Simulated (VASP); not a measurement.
Input of a VASP 6.6.1 run:

INCAR

```
PREC = Accurate ; ENCUT = 520
EDIFF = 1E-7 ; ISMEAR = -1
SIGMA = 0.08 ; LREAL = False
LASPH = True ; NELM = 80
ALGO = Normal ; ISIF = 2
LWAVE = False ; LCHARG = False
GGA = PE ; NBANDS = 16
```

KPOINTS

```
Automatic mesh
0
Gamma
  4 4 4
```

File POSCAR:

```
AlRu
1.0
    2.9916000000      0.0000000000      0.0000000000
    0.0000000000      2.9916000000      0.0000000000
    0.0000000000      0.0000000000      2.9916000000
Al Ru
1 1
Direct
    0.0000000000      0.0000000000      0.0000000000
    0.5000000000      0.5000000000      0.5000000000
```

Potentials or basis: VASP PAW PBE potentials, release 64 (Al, Ru_pv).

Command:

```bash
$ cat potpaw_PBE.64/Al/POTCAR potpaw_PBE.64/Ru_pv/POTCAR > POTCAR
$ mpirun -np 1 vasp_std > vasp.out
```

(1) Predict the pressure.

(2) Estimate the band gap on the k mesh.

Results:

(1) 0.3 GPa.

(2) zero (an odd number of electrons rules out a gap without spin polarisation).

Caveat: the k points lie up to 0.53 Å⁻¹ apart, too coarse for converged energies and pressures of a metal.
